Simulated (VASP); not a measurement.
Rh:

```
Rh
1.0
     0.00000    1.87303    1.87303
     1.87303    0.00000    1.87303
     1.87303    1.87303    0.00000
Rh
1
Direct
  0.00000 0.00000 0.00000
```

This cell differs from its parent crystal: strain -0.015 along x and y, -0.015 along z.

Base run:

| Item | Value |
| --- | --- |
| Program | VASP 6.6.1 |
| Functional | r2SCAN |
| Potentials or basis | VASP PAW PBE potentials, release 64 (Rh_pv) |
| Cutoff | 520 eV |
| k mesh | 22 × 22 × 22 |
| Occupations | gaussian, width 0.15 eV |
| Spin | no spin polarisation |

Its results: pressure 15.1 GPa.

The run is repeated on the same cell with these changes: potentials or basis from VASP PAW PBE potentials, release 64 (Rh_pv) to VASP PAW PBE potentials, release 64 (Rh_sv_GW); cutoff from 520 eV to 580 eV; valence electrons from 15 to 17. What comes out?

Pressure 11.8 GPa.

Caveats: the PAW data sets were made with another functional, which shifts forces and pressure a little.
